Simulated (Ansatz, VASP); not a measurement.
ZrN: VASP beside Ansatz

```
Zr N
1.0
     0.00000    2.29427    2.29427
     2.29427    0.00000    2.29427
     2.29427    2.29427    0.00000
Zr N
1 1
Direct
  0.50000 0.50000 0.50000
  0.00000 0.00000 0.00000
```

Alike in both runs: task single point; functional PBE; k mesh 2 × 2 × 2; no spin polarisation.

```csv
,VASP,Ansatz
version,VASP 6.6.1,Ansatz 0.2.0
potentials or method,"VASP PAW PBE potentials, release 64 (Zr_sv, N)","scalar-relativistic, plane waves, PAW"
plane-wave cutoff (eV),600,420
occupations,"fermi-dirac, width 0.00861733 eV",fermi-dirac
valence electrons in the cell,17,17
```

```tsv
	VASP	Ansatz	Ansatz less VASP
gap on the k mesh at the Fermi level (eV)	none	none	-
pressure (GPa)	0.8	0.6	-0.20
```

A gap of «none» marks a metal or a gap that the smearing closes. Ansatz's warnings: band edges overlap.

The k mesh is coarse, so the values compare programs but aren't converged.
